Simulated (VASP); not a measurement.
# Sr (Fm-3m) in VASP: notebook

Runs on Sr. Level: LDA. Tasks: single point.

Everything below comes from runs of VASP 6.6.1. Logs are shortened: lines on timing, memory, paths and dates and some standing lists are left out, and cuts for length are marked.

**1. The cell of the first run**

It takes space group Fm-3m (No. 225, cubic). The conventional cell has a = 5.806 Å, b = 5.806 Å, c = 5.806 Å, α = 90.00°, β = 90.00°, γ = 90.00°. Within 5.4 Å of Sr (site symmetry m-3m) lie 12 Sr at 4.11 Å.

**2. Single point, LDA**

INCAR

```
SYSTEM = Sr
  PREC = Accurate
  ENCUT = 500
  EDIFF = 1E-6
  ISMEAR = 0
  SIGMA = 0.01
  LREAL = .False.
  LASPH = .True.
  NELM = 120
  ALGO = Normal
  ISIF = 2
  LWAVE = .False.
  LCHARG = .True.
  LELF = .True.
  LVHAR = .True.
  NBANDS = 11
  GGA_COMPAT = .False.
```

KPOINTS

```
regular mesh
0
Gamma
  9 9 9
  0 0 0
```

POSCAR

```
Sr
1.0
    0.0000000000      2.9028949114      2.9028949114
    2.9028949114      0.0000000000      2.9028949114
    2.9028949114      2.9028949114      0.0000000000
Sr
1
Direct
    0.0000000000      0.0000000000      0.0000000000
```

Potentials or basis: VASP PAW LDA potentials, release 64 (Sr_sv).

Run with:

```console
> cat potpaw_LDA.64/Sr_sv/POTCAR > POTCAR
> mpirun -np 1 vasp_std > vasp.out
```

OUTCAR:

```text
SYSTEM = Sr
   PREC = Accurate
   ENCUT = 500
   EDIFF = 1E-6
   ISMEAR = 0
   LREAL = .False.
   LASPH = .True.
   NELM = 120
   ISIF = 2

 ion  position               nearest neighbor table
   1  0.000  0.000  0.000-

  LATTYP: Found a face centered cubic cell.
 ALAT       =     5.8057898228

  Lattice vectors:

 A1 = (   0.0000000000,   2.9028949114,   2.9028949114)
 A2 = (   2.9028949114,   0.0000000000,   2.9028949114)
 A3 = (   2.9028949114,   2.9028949114,   0.0000000000)

Analysis of symmetry for initial positions (statically):
=====================================================================
 Subroutine PRICEL returns:
 Original cell was already a primitive cell.

 Routine SETGRP: Setting up the symmetry group for a
 face centered cubic supercell.

 Subroutine GETGRP returns: Found 48 space group operations
 (whereof 48 operations were pure point group operations)
 out of a pool of 48 trial point group operations.

The static configuration has the point symmetry O_h .

Analysis of symmetry for dynamics (positions and initial velocities):
=====================================================================
 Subroutine PRICEL returns:
 Original cell was already a primitive cell.

 Routine SETGRP: Setting up the symmetry group for a
 face centered cubic supercell.

 Subroutine GETGRP returns: Found 48 space group operations
 (whereof 48 operations were pure point group operations)
 out of a pool of 48 trial point group operations.

The dynamic configuration has the point symmetry O_h .

 Subroutine INISYM returns: Found 48 space group operations
 (whereof 48 operations are pure point group operations),
 and found     1 'primitive' translations

----------------------------------------------------------------------------------------

                                     Primitive cell

  volume of cell :      48.9242

  direct lattice vectors                    reciprocal lattice vectors
     0.000000000  2.902894911  2.902894911    -0.172241853  0.172241853  0.172241853
     2.902894911  0.000000000  2.902894911     0.172241853 -0.172241853  0.172241853
     2.902894911  2.902894911  0.000000000     0.172241853  0.172241853 -0.172241853

  length of vectors
     4.105313354  4.105313354  4.105313354     0.298331641  0.298331641  0.298331641

  position of ions in fractional coordinates (direct lattice)
     0.000000000  0.000000000  0.000000000
[... 81 lines left out ...]
   NFREE  =      0    steps in history (QN), initial steepest desc. (CG)
   ISIF   =      2    stress and relaxation
   ISYM   =      2    0-nonsym 1-usesym 2-fastsym
   POTIM  = 0.5000    time-step for ionic-motion
   TEBEG  =    0.0;   TEEND  =   0.0 temperature during run
   PSTRESS=    0.0 pullay stress
   NELECT =      10.0000    total number of electrons
   NUPDOWN=      -1.0000    fix difference up-down
   EMIN   =  10.00;   EMAX   =-10.00  energy-range for DOS
   EFERMI =   0.00;   METHOD = LEGACY
   ISMEAR =     0;   SIGMA  =   0.01  broadening in eV -4-tet -1-fermi 0-gaus
   EFERMI_NEDOS =   21; number of points for ismear=-14 and -15
   IALGO  =     38    algorithm
   IMIX   =      4    mixing-type and parameters
     AMIX     =   0.40;   BMIX     =  1.00
     AMIX_MAG =   1.60;   BMIX_MAG =  1.00
  volume/ion in A,a.u.               =      48.92       330.16
  Fermi-wavevector in a.u.,A,eV,Ry     =   0.964347  1.822352 12.652955  0.929966
  Thomas-Fermi vector in A             =   2.093971
   LORBIT       =      0    0 simple, 1 ext, 2 COOP (PROOUT), +10 PAW based schemes
   GGA     = CA    functional components
   LHFCALC =     F    Hartree Fock is set to
   AEXX    =    0.0000 exact exchange contribution
   IVDW    =     0    specifies the selected vdW correction
   LEPSILON=     F    determine dielectric tensor
   LRPA    =     F    only Hartree local field effects (RPA)
 non-spin polarized calculation
 Gauss-broadening in eV      SIGMA  =   0.01
  energy-cutoff  :      500.00
  volume of cell :       48.92
 maximum number of plane-waves:      1261
 NGX is ok and might be reduce to    30
   NGX = 15   NGY = 15   NGZ = 15

 number of electron      10.0000000 magnetization

 Free energy of the ion-electron system (eV)
  ---------------------------------------------------
  ext. energy  EPLUGINS =         0.00000000
  ---------------------------------------------------
  free energy    TOTEN  =        -1.89502807 eV

  energy without entropy =       -1.89502807  energy(sigma->0) =       -1.89502807

 E-fermi :   1.8888     XC(G=0):  -7.9321

 val. band max:        1.7656471367   @ k =  -0.3333   0.3333   0.1111
 cond. band min:       1.9464073862   @ k =  -0.4444   0.2222   0.0000
 fundamental gap:      0.1807602495
 Fermi energy:         1.8888418251

 k-point     1 :       0.0000    0.0000    0.0000
  band No.  band energies     occupation
      1     -34.4030      2.00000
      2     -16.3579      2.00000
      3     -16.3579      2.00000
      4     -16.3579      2.00000
      5      -2.0018      2.00000
      6       4.1991      0.00000
      7       4.1991      0.00000
      8       4.1991      0.00000
      9       5.8527      0.00000
     10       5.8527      0.00000
     11       9.3666      0.00000
[... 309 lines left out ...]
 k-point    24 :       0.4444    0.4444    0.0000
  band No.  band energies     occupation
      1     -34.3708      2.00000
      2     -16.6348      2.00000
      3     -16.4639      2.00000
      4     -16.4639      2.00000
      5       0.9456      2.00000
      6       2.0566      0.00000
      7       3.1845      0.00000
      8       6.8266      0.00000
      9       6.8266      0.00000
     10       7.0145      0.00000
     11       8.3761      0.00000

 [... further k-points ...]

------------------------ aborting loop because EDIFF is reached ----------------------------------------

  FORCE on cell =-STRESS in cart. coord.  units (eV):
  Direction    XX          YY          ZZ          XY          YZ          ZX
  --------------------------------------------------------------------------------------
  -------------------------------------------------------------------------------------
  Total       -0.0142871     -0.0142871     -0.0142871      0.0000000      0.0000000     -0.0000000
  in kB       -0.4678763     -0.4678763     -0.4678763      0.0000000      0.0000000     -0.0000000
  external PRESSURE =      -0.4678763 kB  Pullay stress =       0.0000000 kB

 VOLUME and BASIS-vectors are now :
 -----------------------------------------------------------------------------
  energy-cutoff  :      500.00
  volume of cell :       48.92
      direct lattice vectors                 reciprocal lattice vectors
     0.000000000  2.902894911  2.902894911    -0.172241853  0.172241853  0.172241853
     2.902894911  0.000000000  2.902894911     0.172241853 -0.172241853  0.172241853
     2.902894911  2.902894911  0.000000000     0.172241853  0.172241853 -0.172241853

 POSITION                                       TOTAL-FORCE (eV/Angst)
 -----------------------------------------------------------------------------------
      0.00000      0.00000      0.00000         0.000000     -0.000000     -0.000000
 -----------------------------------------------------------------------------------
    total drift:                               -0.000000     -0.000000     -0.000000

  FREE ENERGIE OF THE ION-ELECTRON SYSTEM (eV)
  ---------------------------------------------------
  free  energy   TOTEN  =        -1.8950280715 eV

  energy  without entropy=       -1.8950280715  energy(sigma->0) =       -1.89502807
```

OSZICAR:

```text
N       E                     dE             d eps       ncg     rms          rms(c)
DAV:   1     0.345570461254E+02    0.34557E+02   -0.49019E+03   778   0.785E+02
DAV:   2    -0.443681135983E+00   -0.35001E+02   -0.34501E+02   905   0.154E+02
DAV:   3    -0.183688903410E+01   -0.13932E+01   -0.13829E+01  1143   0.233E+01
DAV:   4    -0.190157425987E+01   -0.64685E-01   -0.64367E-01   983   0.406E+00
DAV:   5    -0.190250090589E+01   -0.92665E-03   -0.92639E-03  1099   0.409E-01    0.121E+01
DAV:   6    -0.189796109606E+01    0.45398E-02   -0.55703E-03   922   0.885E-01    0.689E+00
DAV:   7    -0.189505988022E+01    0.29012E-02   -0.10327E-02  1068   0.112E+00    0.248E-01
DAV:   8    -0.189500956180E+01    0.50318E-04   -0.66485E-04  1094   0.148E-01    0.576E-02
DAV:   9    -0.189502643560E+01   -0.16874E-04   -0.46376E-05  1099   0.402E-02    0.214E-02
DAV:  10    -0.189502782274E+01   -0.13871E-05   -0.44116E-06  1042   0.173E-02    0.107E-02
DAV:  11    -0.189502807153E+01   -0.24879E-06   -0.16511E-07   475   0.393E-03
   1 F= -.18950281E+01 E0= -.18950281E+01  d E =-.753865E-18
```

stdout:

```text
POSCAR found type information on POSCAR Sr
 POSCAR found :  1 types and       1 ions
 scaLAPACK will be used
 LDA part: xc-table for (Slater(with rela. corr.)+CA(PZ))
 , standard interpolation
 POSCAR, INCAR and KPOINTS ok, starting setup
 FFT: planning ... GRIDC
 FFT: planning ... GRID_SOFT
 FFT: planning ... GRID
 WAVECAR not read
 entering main loop
```

Wall time 19 s (1 thread of AMD EPYC 7R13 (Zen 3), shared host); peak memory 0.12 GiB.

What came out:

| Property | Result |
| --- | --- |
| Free energy | -1.8950 eV |
| Pressure | 0.0 GPa |
| Band gap on the k mesh | 0.18 eV, indirect (least direct gap 0.19 eV) |

Levels at points of the mesh, in eV from the valence-band top:
```tsv
k point	band 1	band 2	band 3	band 4	band 5	band 6	band 7	band 8	band 9	band 10
(0.00, 0.00, 0.00)	-36.17	-18.12	-18.12	-18.12	-3.77	2.43	2.43	2.43	4.09	4.09
```

A k mesh can miss the band edges.

**3. Single point, LDA**

INCAR

```
SYSTEM = Sr
ALGO = Normal ; EDIFF = 1E-6
ENCUT = 500 ; GGA = CA
GGA_COMPAT = .FALSE. ; ISIF = 2
ISMEAR = 0 ; LASPH = .TRUE.
LCHARG = .FALSE. ; LREAL = .FALSE.
LWAVE = .FALSE. ; NBANDS = 11
NELM = 120 ; PREC = Accurate
SIGMA = 0.03
```

KPOINTS

```
k-points
0
G
  9 9 9
  0 0 0
```

POSCAR is that of step 2.

Potentials or basis: VASP PAW LDA potentials, release 64 (Sr_sv).

Run with:

```console
> cat potpaw_LDA.64/Sr_sv/POTCAR > POTCAR
> mpirun -np 1 vasp_std > vasp.out
```

Run time: 18 s. Hardware: 1 thread of AMD EPYC 7R13 (Zen 3), shared host; peak memory 0.12 GiB.

It converged, with:

```
Free energy            : -1.8950 eV
Pressure               : 0.0 GPa
Band gap on the k mesh : 0.18 eV, indirect (least direct gap 0.19 eV)
```

Levels at points of the mesh, in eV from the valence-band top:
```tsv
k point	band 2	band 3	band 4	band 5	band 6	band 7	band 8	band 9
(0.00, 0.00, 0.00)	-18.12	-18.12	-18.12	-3.77	2.43	2.43	2.43	4.09
```
